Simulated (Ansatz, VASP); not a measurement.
B2AsH2 in VASP and in Ansatz

```xyz
5
Lattice="3.3138 0.0000 0.0000 0.0000 3.3138 0.0000 0.0000 0.0000 4.6469" Properties=species:S:1:pos:R:3 pbc="T T T"
B     0.0000    0.0000    1.4942
B     0.0000    0.0000    3.1527
H     1.6569    1.6569    4.2485
H     1.6569    1.6569    0.3985
As    1.6569    1.6569    2.3235
```

Alike in both runs: functional PBE; k mesh 6 × 6 × 4; occupations gaussian, width 0.1 eV; no spin polarisation.

Ansatz relaxed the structure, and its values are those at the end. VASP's run is a single point on that final structure, the one shown.

|  | VASP | Ansatz |
| --- | --- | --- |
| version | VASP 6.6.1 | Ansatz 0.2.0 |
| potentials or method | VASP PAW PBE potentials, release 64 (B, H, As), cutoff 520 eV | scalar-relativistic, plane waves, PAW |
| valence electrons in the cell | 13 | 23 |

```csv
,VASP,Ansatz,Ansatz less VASP
gap on the k mesh at the Fermi level (eV),none,none,-
pressure (GPa),-0.1,-0.1,-0.02
rms of the force components (eV/Å),0.015,0.012,-0.0031
```

A gap of «none» marks a metal or a gap that the smearing closes. The functional is the same, so the differences come from potentials, cutoffs and numerics. VASP's potentials hold 13 valence electrons a cell and Ansatz's 23, so a difference there can come from the potentials and not from the codes.
